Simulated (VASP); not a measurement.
Wanted: the native input for a VASP 6.6.1 run.

```
Task                   : single point
Functional             : LDA
Potentials or basis    : VASP PAW LDA potentials, release 64 (Cu)
Cutoff                 : 520 eV
k mesh                 : 15 × 15 × 1
Occupations            : fermi-dirac, width 0.08 eV
Spin                   : no spin polarisation
Dipole correction      : yes
Further INCAR settings : ALGO = Normal; EDIFF = 1e-06; NBANDS = 24
```

The structure of Cu lies in POSCAR:

```
Cu
1.0
    2.4874897871      0.0000000000      0.0000000000
    0.0000000000      2.4874897871      0.0000000000
    0.0000000000      0.0000000000     19.5178000000
Cu
3
Direct
    0.0000000000      0.0000000000      0.4122684683
    0.5000000000      0.5000000000      0.4999998093
    0.0000000000      0.0000000000      0.5877317224
```

These files were run (other wordings do the same):

INCAR

```
SYSTEM = Cu
  PREC = Accurate
  ENCUT = 520
  EDIFF = 1E-6
  ISMEAR = -1
  SIGMA = 0.08
  LREAL = .False.
  LASPH = .True.
  NELM = 80
  ALGO = Normal
  ISIF = 2
  LWAVE = .False.
  LCHARG = .False.
  LDIPOL = .True.
  IDIPOL = 3
  DIPOL = 0.5 0.5 0.500
  NBANDS = 24
```

KPOINTS

```
Automatic mesh
0
Gamma
  15 15 1
  0 0 0
```

Potentials or basis: VASP PAW LDA potentials, release 64 (Cu).

Launch:

```console
$ cat potpaw_LDA.64/Cu/POTCAR > POTCAR
$ mpirun -np 1 vasp_std > vasp.out
```

It gave:

The largest force is 0.047 eV/Å.

It took 62 s on 1 thread of Intel(R) Xeon(R) 6975P-C (Granite Rapids), with other jobs on the host, peak memory 0.23 GiB.
